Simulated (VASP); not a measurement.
# AlN (Pm) in VASP: further runs, part 2 of 2

VASP 6.6.1. The steps go on from the part before.

## (4) Single point, PBE (atom 1 (Al) moved by +0.126 Å along [1 0 0] and +0.000 Å along [1 2 0])

INCAR reads:

```
PREC = Accurate
ENCUT = 520
EDIFF = 1E-7
ISMEAR = 0
SIGMA = 0.05
LREAL = False
LASPH = True
NELM = 100
ALGO = Normal
ISIF = 2
LWAVE = False
LCHARG = False
GGA = PE
NBANDS = 26
```

KPOINTS reads:

```
Automatic mesh
0
Gamma
  8 6 4
```

POSCAR reads:

```
AlN
1.0
   -1.6567491617      2.8695737234      0.0000000000
    0.0000000000      0.0000000000      4.1874629526
    4.9702474850      2.8695737234      0.0000000000
Al N
4 4
Direct
    0.4809868623      0.7500000000      0.1856798044
    0.0000000000      0.7500000000      0.6666666667
    0.0000000000      0.2500000000      0.3333333333
    0.5000000000      0.2500000000      0.8333333333
    0.5000000000      0.2500000000      0.1666666667
    0.0000000000      0.2500000000      0.6666666667
    0.0000000000      0.7500000000      0.3333333333
    0.5000000000      0.7500000000      0.8333333333
```

Potentials or basis: VASP PAW PBE potentials, release 64 (Al, N).

Started as:

```
cat potpaw_PBE.64/Al/POTCAR potpaw_PBE.64/N/POTCAR > POTCAR
mpirun -np 1 vasp_std > vasp.out
```

OUTCAR:

```text
PREC = Accurate
   ENCUT = 520
   EDIFF = 1E-7
   ISMEAR = 0
   LREAL = False
   LASPH = True
   NELM = 100
   ISIF = 2
   GGA = PE

 ion  position               nearest neighbor table
   1  0.481  0.750  0.186-   7 1.81   7 1.92   8 2.02   5 2.10   5 2.10   3 2.76   3 2.76   3 2.84
                             3 2.84   4 2.91   4 2.91   2 3.19   2 3.25
   2  0.000  0.750  0.667-   8 1.91   8 1.91   7 1.91   6 2.09   6 2.09   4 2.84   4 2.84   4 2.84
                             4 2.84   3 2.84   3 2.84   1 3.19   1 3.25
   3  0.000  0.250  0.333-   5 1.91   5 1.91   6 1.91   7 2.09   7 2.09   1 2.76   1 2.76   2 2.84
                             2 2.84   1 2.84   1 2.84   4 3.31   4 3.31   4 3.31   4 3.31
   4  0.500  0.250  0.833-   6 1.91   6 1.91   5 1.91   8 2.09   8 2.09   2 2.84   2 2.84   2 2.84
                             2 2.84   1 2.91   1 2.91   3 3.31   3 3.31   3 3.31   3 3.31
   5  0.500  0.250  0.167-   3 1.91   3 1.91   4 1.91   1 2.10   1 2.10
   6  0.000  0.250  0.667-   4 1.91   4 1.91   3 1.91   2 2.09   2 2.09
   7  0.000  0.750  0.333-   1 1.81   2 1.91   1 1.92   3 2.09   3 2.09
   8  0.500  0.750  0.833-   2 1.91   2 1.91   1 2.02   4 2.09   4 2.09

  LATTYP: Found a simple orthorhombic cell.
 ALAT       =     3.3134983233
 B/A-ratio  =     1.2637588868
 C/A-ratio  =     1.7320508076

  Lattice vectors:

 A1 = (  -1.6567491617,   2.8695737234,   0.0000000000)
 A2 = (   0.0000000000,   0.0000000000,   4.1874629526)
 A3 = (   4.9702474850,   2.8695737234,   0.0000000000)

Analysis of symmetry for initial positions (statically):
=====================================================================
 Subroutine PRICEL returns:
 Original cell was already a primitive cell.

 Routine SETGRP: Setting up the symmetry group for a
 simple orthorhombic supercell.

 Subroutine GETGRP returns: Found  2 space group operations
 (whereof  1 operations were pure point group operations)
 out of a pool of  8 trial point group operations.

[... 146 lines left out ...]
   IMIX   =      4    mixing-type and parameters
     AMIX     =   0.40;   BMIX     =  1.00
     AMIX_MAG =   1.60;   BMIX_MAG =  1.00
  volume/ion in A,a.u.               =       9.95        67.17
  Fermi-wavevector in a.u.,A,eV,Ry     =   1.208082  2.282944 19.857191  1.459462
  Thomas-Fermi vector in A             =   2.343701
   LORBIT       =      0    0 simple, 1 ext, 2 COOP (PROOUT), +10 PAW based schemes
   GGA     = PE    functional components
   LHFCALC =     F    Hartree Fock is set to
   AEXX    =    0.0000 exact exchange contribution
   IVDW    =     0    specifies the selected vdW correction
   LEPSILON=     F    determine dielectric tensor
   LRPA    =     F    only Hartree local field effects (RPA)
 non-spin polarized calculation
 Gauss-broadening in eV      SIGMA  =   0.05
  energy-cutoff  :      520.00
  volume of cell :       79.63
 maximum number of plane-waves:      2174
 NGX is ok and might be reduce to    28
   NGX = 13   NGY = 15   NGZ = 21

 number of electron      31.9999993 magnetization

 Free energy of the ion-electron system (eV)
  ---------------------------------------------------
  ext. energy  EPLUGINS =         0.00000000
  ---------------------------------------------------
  free energy    TOTEN  =       -58.47464417 eV

  energy without entropy =      -58.47464417  energy(sigma->0) =      -58.47464417

 E-fermi :   8.1803     XC(G=0): -11.1568

 val. band max:        7.9409920839   @ k =   0.0000   0.0000   0.0000
 cond. band min:      11.1395100459   @ k =   0.0000   0.0000   0.0000
 fundamental gap:      3.1985179620
 Fermi energy:         8.1803160165

 k-point     1 :       0.0000    0.0000    0.0000
  band No.  band energies     occupation
      1      -8.8731      2.00000
      2      -7.0124      2.00000
      3      -5.8760      2.00000
      4      -5.1539      2.00000
      5       1.0584      2.00000
      6       1.4777      2.00000
[... 685 lines left out ...]
     25      17.8631      0.00000
     26      18.0837      0.00000

 [... further k-points ...]
[... 5 lines left out ...]
  --------------------------------------------------------------------------------------
  -------------------------------------------------------------------------------------
  Total        0.5535980      0.1912663     -0.0314510     -1.4424224      0.0000000      0.0000000
  in kB       11.1383277      3.8482565     -0.6327904    -29.0213719      0.0000000      0.0000000
  external PRESSURE =       4.7845979 kB  Pullay stress =       0.0000000 kB

 VOLUME and BASIS-vectors are now :
 -----------------------------------------------------------------------------
  energy-cutoff  :      520.00
  volume of cell :       79.63
      direct lattice vectors                 reciprocal lattice vectors
    -1.656749162  2.869573723  0.000000000    -0.150897919  0.261362862  0.000000000
     0.000000000  0.000000000  4.187462953     0.000000000  0.000000000  0.238808083
     4.970247485  2.869573723  0.000000000     0.150897919  0.087120954  0.000000000

 POSITION                                       TOTAL-FORCE (eV/Angst)
 -----------------------------------------------------------------------------------
      0.12600      1.91305      3.14060        -2.614179      0.170165      0.000000
      3.31350      1.91305      3.14060         0.491568      0.255487      0.000000
      1.65675      0.95652      1.04687         0.118435     -0.111444      0.000000
      3.31350      3.82610      1.04687         0.075964      0.079626      0.000000
      0.00000      1.91305      1.04687         0.475185      0.125230      0.000000
      3.31350      1.91305      1.04687        -0.192269     -0.121828      0.000000
      1.65675      0.95652      3.14060         1.179952     -0.555959      0.000000
      3.31350      3.82610      3.14060         0.465345      0.158723      0.000000
 -----------------------------------------------------------------------------------
    total drift:                               -0.000169      0.000151      0.000000

  FREE ENERGIE OF THE ION-ELECTRON SYSTEM (eV)
  ---------------------------------------------------
  free  energy   TOTEN  =       -58.4746441735 eV

  energy  without entropy=      -58.4746441735  energy(sigma->0) =      -58.47464417
```

Wall time 58 s (1 thread of Intel Xeon 6975P-C (Granite Rapids), shared host); peak memory 0.25 GiB.

What came out:

```yaml
Free_energy: -58.4746 eV
Pressure: 0.5 GPa
Largest_force: 2.620 eV/Å
Band_gap_on_the_k_mesh: 3.20 eV
```

Forces in eV/Å, atoms in the order of the input:
```
Al  -2.614  0.170  0.000
Al   0.492  0.255  0.000
Al   0.118 -0.111  0.000
Al   0.076  0.080  0.000
N    0.475  0.125  0.000
N   -0.192 -0.122  0.000
N    1.180 -0.556  0.000
N    0.465  0.159  0.000
```

Caveat: the cell differs from its parent crystal (atom 1 (Al) moved by +0.126 Å along [1 0 0] and +0.000 Å along [1 2 0]); forces of over 1 eV/Å act on the atoms, so gaps and moduli don't describe the material at rest.

## (5) Single point, PBE (atom 1 (Al) moved by -0.126 Å along [1 0 0] and -0.504 Å along [1 2 0])

INCAR reads:

```
PREC     = Accurate       # precision mode
ENCUT    = 520            # plane-wave cutoff, eV
EDIFF    = 1E-6           # SCF threshold, eV
ISMEAR   = 0              # smearing method
SIGMA    = 0.05           # smearing width, eV
LREAL    = F              # projectors in reciprocal space
LASPH    = T              # aspherical terms in the spheres
NELM     = 100            # most SCF steps
ALGO     = Normal         # electronic algorithm
ISIF     = 2              # what is computed and relaxed
LWAVE    = F              # write WAVECAR
LCHARG   = T              # write CHGCAR
GGA      = PE             # functional
LELF     = T              # ELF
LVHAR    = T            
NBANDS   = 26             # bands
```

KPOINTS is that of step 4.

POSCAR: that of step 4 with these lines changed.

```diff
@@ -8,3 +8,3 @@
 Direct
-    0.4809868623      0.7500000000      0.1856798044
+    0.3872862555      0.7500000000      0.1037445682
     0.0000000000      0.7500000000      0.6666666667
```

Potentials or basis: VASP PAW PBE potentials, release 64 (Al, N).

Started as:

```
cat potpaw_PBE.64/Al/POTCAR potpaw_PBE.64/N/POTCAR > POTCAR
mpirun -np 1 vasp_std > vasp.out
```

OUTCAR:

```text
PREC = Accurate
   ENCUT = 520
   EDIFF = 1E-6
   ISMEAR = 0
   LREAL = F
   LASPH = T
   NELM = 100
   ISIF = 2
   GGA = PE

 ion  position               nearest neighbor table
   1  0.387  0.750  0.104-   8 1.60   7 1.84   5 2.16   5 2.16   7 2.42   4 2.63   4 2.63   3 2.79
                             3 2.79   2 2.82   3 3.20   3 3.20   2 3.23
   2  0.000  0.750  0.667-   8 1.91   8 1.91   7 1.91   6 2.09   6 2.09   1 2.82   4 2.84   4 2.84
                             4 2.84   4 2.84   3 2.84   3 2.84   1 3.23
   3  0.000  0.250  0.333-   5 1.91   5 1.91   6 1.91   7 2.09   7 2.09   1 2.79   1 2.79   2 2.84
                             2 2.84   1 3.20   1 3.20   4 3.31   4 3.31   4 3.31   4 3.31
   4  0.500  0.250  0.833-   6 1.91   6 1.91   5 1.91   8 2.09   8 2.09   1 2.63   1 2.63   2 2.84
                             2 2.84   2 2.84   2 2.84   3 3.31   3 3.31   3 3.31   3 3.31
   5  0.500  0.250  0.167-   3 1.91   3 1.91   4 1.91   1 2.16   1 2.16
   6  0.000  0.250  0.667-   4 1.91   4 1.91   3 1.91   2 2.09   2 2.09
   7  0.000  0.750  0.333-   1 1.84   2 1.91   3 2.09   3 2.09   1 2.42
   8  0.500  0.750  0.833-   1 1.60   2 1.91   2 1.91   4 2.09   4 2.09

  LATTYP: Found a simple orthorhombic cell.
 ALAT       =     3.3134983233
 B/A-ratio  =     1.2637588868
 C/A-ratio  =     1.7320508076

  Lattice vectors:

[... 197 lines left out ...]
 fundamental gap:      2.3378096487
 Fermi energy:         8.2599398045

 k-point     1 :       0.0000    0.0000    0.0000
  band No.  band energies     occupation
      1      -9.2561      2.00000
      2      -6.8267      2.00000
      3      -6.3465      2.00000
      4      -4.7918      2.00000
      5       0.7704      2.00000
      6       1.3459      2.00000
[... 685 lines left out ...]
     25      17.5437      0.00000
     26      17.8220      0.00000

 [... further k-points ...]
[... 5 lines left out ...]
  --------------------------------------------------------------------------------------
  -------------------------------------------------------------------------------------
  Total       11.4429049      0.1060409      0.3419774      2.7879746      0.0000000      0.0000000
  in kB      230.2299159      2.1335296      6.8805452     56.0937241      0.0000000      0.0000000
  external PRESSURE =      79.7479969 kB  Pullay stress =       0.0000000 kB

 VOLUME and BASIS-vectors are now :
 -----------------------------------------------------------------------------
  energy-cutoff  :      520.00
  volume of cell :       79.63
      direct lattice vectors                 reciprocal lattice vectors
    -1.656749162  2.869573723  0.000000000    -0.150897919  0.261362862  0.000000000
     0.000000000  0.000000000  4.187462953     0.000000000  0.000000000  0.238808083
     4.970247485  2.869573723  0.000000000     0.150897919  0.087120954  0.000000000

 POSITION                                       TOTAL-FORCE (eV/Angst)
 -----------------------------------------------------------------------------------
     -0.12600      1.40905      3.14060         8.819232      6.198618      0.000000
      3.31350      1.91305      3.14060        -1.843764     -1.320643      0.000000
      1.65675      0.95652      1.04687        -0.021257     -0.522769      0.000000
      3.31350      3.82610      1.04687        -0.388840      0.241493      0.000000
      0.00000      1.91305      1.04687        -0.974613     -1.571885      0.000000
      3.31350      1.91305      1.04687         0.704227      0.344150      0.000000
      1.65675      0.95652      3.14060         0.334327     -0.760423      0.000000
      3.31350      3.82610      3.14060        -6.629312     -2.608540      0.000000
 -----------------------------------------------------------------------------------
    total drift:                                0.000486     -0.000033      0.000000

  FREE ENERGIE OF THE ION-ELECTRON SYSTEM (eV)
  ---------------------------------------------------
  free  energy   TOTEN  =       -56.4396675686 eV

  energy  without entropy=      -56.4396675686  energy(sigma->0) =      -56.43966757
```

OSZICAR:

```text
N       E                     dE             d eps       ncg     rms          rms(c)
DAV:   1     0.112004654665E+03    0.11200E+03   -0.14881E+04  3744   0.111E+03
DAV:   2    -0.563059429336E+02   -0.16831E+03   -0.15667E+03  5032   0.230E+02
DAV:   3    -0.659427799414E+02   -0.96368E+01   -0.95733E+01  4976   0.566E+01
DAV:   4    -0.660350665969E+02   -0.92287E-01   -0.92225E-01  4528   0.622E+00
DAV:   5    -0.660364848410E+02   -0.14182E-02   -0.14179E-02  4950   0.770E-01    0.171E+01
DAV:   6    -0.565246663107E+02    0.95118E+01   -0.29101E+01  4736   0.288E+01    0.599E+00
DAV:   7    -0.564913877696E+02    0.33279E-01   -0.16004E+00  4644   0.673E+00    0.406E+00
DAV:   8    -0.564434626234E+02    0.47925E-01   -0.13110E-01  4748   0.254E+00    0.695E-01
DAV:   9    -0.564388720109E+02    0.45906E-02   -0.25333E-02  5082   0.947E-01    0.344E-01
DAV:  10    -0.564393611379E+02   -0.48913E-03   -0.30003E-03  4616   0.349E-01    0.160E-01
DAV:  11    -0.564396385893E+02   -0.27745E-03   -0.46801E-04  4200   0.160E-01    0.446E-02
DAV:  12    -0.564396650495E+02   -0.26460E-04   -0.10533E-04  4728   0.653E-02    0.171E-02
DAV:  13    -0.564396667947E+02   -0.17452E-05   -0.10670E-05  4406   0.253E-02    0.666E-03
DAV:  14    -0.564396675686E+02   -0.77388E-06   -0.27925E-06  4002   0.118E-02
   1 F= -.56439668E+02 E0= -.56439668E+02  d E =-.106690E-13
```

It took 54 s on 1 thread of Intel Xeon 6975P-C (Granite Rapids), shared host; peak memory 0.25 GiB.

Results:

- Free energy: -56.4397 eV
- Pressure: 8.0 GPa
- Largest force: 10.780 eV/Å
- Band gap on the k mesh: 2.34 eV

Forces on the atoms (eV/Å):
```
Al   8.819  6.199  0.000
Al  -1.844 -1.321  0.000
Al  -0.021 -0.523  0.000
Al  -0.389  0.241  0.000
N   -0.975 -1.572  0.000
N    0.704  0.344  0.000
N    0.334 -0.760  0.000
N   -6.629 -2.609  0.000
```

Stress tensor (GPa, compression positive):
```
23.02  5.61  0.00
 5.61  0.21  0.00
 0.00  0.00  0.69
```

Caveat: the cell differs from its parent crystal (atom 1 (Al) moved by -0.126 Å along [1 0 0] and -0.504 Å along [1 2 0]); the cell stands under pressure; forces of over 1 eV/Å act on the atoms, so gaps and moduli don't describe the material at rest.

## (6) Summary

| cell | gap on the mesh (eV) | pressure (GPa) | largest force (eV/Å) |
| --- | --- | --- | --- |
| as given, atomic positions A | 2.63 | 37.9 | 52.79 |
| as given, atomic positions B | 3.12 | 4.2 | 8.36 |
| as given, atomic positions C | 3.20 | 0.5 | 2.62 |
| as given, atomic positions D | 2.34 | 8.0 | 10.78 |

Alike in all rows: task single point; level PBE; potentials or basis VASP PAW PBE potentials, release 64 (Al, N); no spin polarisation; k mesh 8 × 6 × 4; cutoff (eV) 520; smearing gaussian 0.05 eV.

Caveats: forces of over 1 eV/Å act on the atoms, so gaps and moduli don't describe the material at rest; the cell stands under pressure (at least some runs); atoms lie so close that the PAW spheres overlap strongly, which falsifies energies and pressures (at least some runs).

Absolute energies hang on the potentials; compare differences alone.
